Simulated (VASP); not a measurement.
Set up this calculation in VASP 6.6.1, as the native input.

- Task: single point
- Functional: r2SCAN
- Potentials or basis: VASP PAW PBE potentials, release 64 (Ti_sv, O)
- Cutoff: 520 eV
- k mesh: 6 × 6 × 6
- Occupations: gaussian, width 0.02 eV
- Spin: no spin polarisation
- Dipole correction: no
- Further INCAR settings: ALGO = Normal; EDIFF = 1e-07; NBANDS = 60

Crystal: TiO2.

```
Ti O
1.0
    -4.59645    0.00000    2.95405
     4.59645    0.00000    2.95405
     0.00000    4.59645   -2.95405
Ti O
4 8
Direct
  0.00000 0.50000 0.50000
  0.50000 0.00000 0.50000
  0.25000 0.25000 0.00000
  0.75000 0.75000 0.00000
  0.25000 0.94536 0.69536
  0.75000 0.44536 0.69536
  0.69536 0.50000 0.19536
  0.19536 0.00000 0.19536
  0.30464 0.50000 0.80464
  0.80464 0.00000 0.80464
  0.25000 0.55464 0.30464
  0.75000 0.05464 0.30464
```

These files were run (other wordings do the same):

POSCAR

```
TiO2
1.0
   -4.5964475549      0.0000000000      2.9540545333
    4.5964475549      0.0000000000      2.9540545333
    0.0000000000      4.5964475549     -2.9540545333
Ti O
4 8
Direct
    0.0000000000      0.5000000000      0.5000000000
    0.5000000000      0.0000000000      0.5000000000
    0.2500000000      0.2500000000      0.0000000000
    0.7500000000      0.7500000000      0.0000000000
    0.2500000000      0.9453609384      0.6953609384
    0.7500000000      0.4453609384      0.6953609384
    0.6953609384      0.5000000000      0.1953609384
    0.1953609384      0.0000000000      0.1953609384
    0.3046390616      0.5000000000      0.8046390616
    0.8046390616      0.0000000000      0.8046390616
    0.2500000000      0.5546390616      0.3046390616
    0.7500000000      0.0546390616      0.3046390616
```

INCAR.step1

```
SYSTEM = TiO2
ALGO = Normal ; EDIFF = 1E-4
ENCUT = 520 ; GGA = PE
ISMEAR = 0 ; LASPH = .True.
LCHARG = .False. ; LREAL = .False.
LWAVE = .True. ; NBANDS = 60
NELM = 100 ; PREC = Accurate
SIGMA = 0.02
```

INCAR.step2

```
SYSTEM = TiO2
ALGO = Normal ; EDIFF = 1E-7
ENCUT = 520 ; ISIF = 2
ISMEAR = 0 ; ISTART = 1
LASPH = .True. ; LCHARG = .False.
LMIXTAU = .True. ; LREAL = .False.
LWAVE = .False. ; METAGGA = R2SCAN
NBANDS = 60 ; NELM = 100
PREC = Accurate ; SIGMA = 0.02
```

KPOINTS

```
k-points
0
Gamma
  6 6 6
  0 0 0
```

Potentials or basis: VASP PAW PBE potentials, release 64 (Ti_sv, O).

Command:

```bash
$ cat potpaw_PBE.64/Ti_sv/POTCAR potpaw_PBE.64/O/POTCAR > POTCAR
$ cp INCAR.step1 INCAR
$ mpirun -np 1 vasp_std > vasp.out
$ cp INCAR.step2 INCAR
$ mpirun -np 1 vasp_std > vasp.out
```

Results of the run:

* Pressure: 1.3 GPa
* Largest force: 0.032 eV/Å
* Band gap on the k mesh: 2.23 eV

Caveat: the PAW data sets were made with another functional, which shifts forces and pressure a little.

It took 24 min on 1 thread of Intel Xeon 8259CL, with other jobs on the host, peak memory 0.39 GiB.
